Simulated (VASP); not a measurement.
Set up this calculation in VASP 6.6.1, as the native input.

```
Task                   : relaxation of cell and atoms
Functional             : PBE
Potentials or basis    : VASP PAW PBE potentials, release 64 (Cu)
Cutoff                 : 600 eV
k mesh                 : 19 × 19 × 19
Occupations            : fermi-dirac, width 0.1 eV
Spin                   : no spin polarisation
Dipole correction      : no
Further INCAR settings : ALGO = Normal; EDIFF = 1e-07; IBRION = 2; EDIFFG = -0.005; NSW = 60; ISIF = 3
```

The structure of Cu lies in POSCAR:

```
Cu
1.0
    0.0000000000      1.8145933008      1.8145933008
    1.8145933008      0.0000000000      1.8145933008
    1.8145933008      1.8145933008      0.0000000000
Cu
1
Direct
    0.0000000000      0.0000000000      0.0000000000
```

One way to write it, as run:

INCAR

```
  PREC = Accurate
  ENCUT = 600
  EDIFF = 1E-7
  ISMEAR = -1
  SIGMA = 0.1
  LREAL = False
  LASPH = True
  NELM = 60
  ALGO = Normal
  ISIF = 3
  LWAVE = False
  LCHARG = False
  GGA = PE
  IBRION = 2
  NSW = 60
  EDIFFG = -0.005
```

KPOINTS

```
regular mesh
0
Gamma
  19 19 19
```

Potentials or basis: VASP PAW PBE potentials, release 64 (Cu).

Command:

```console
$ cat potpaw_PBE.64/Cu/POTCAR > POTCAR
$ mpirun -np 1 vasp_std > vasp.out
```

It gave:

| Property | Result |
| --- | --- |
| Relaxed volume | 12.00 Å³/atom |
| Relaxed cell | a = 2.570 Å, b = 2.570 Å, c = 2.570 Å, α = 60.00°, β = 60.00°, γ = 60.00° |
| Space group after relaxing (to 0.1 Å) | Fm-3m (No. 225) |
| Energy gained by relaxing | 0.1 meV/atom |
| Ionic steps | 3 |
| Pressure after relaxing | 0.0 GPa |
| Band gap on the k mesh | zero (an odd number of electrons rules out a gap without spin polarisation) |

Run time: 63 s on 1 thread of Intel Xeon 8259CL (shared host), peak memory 0.17 GiB.
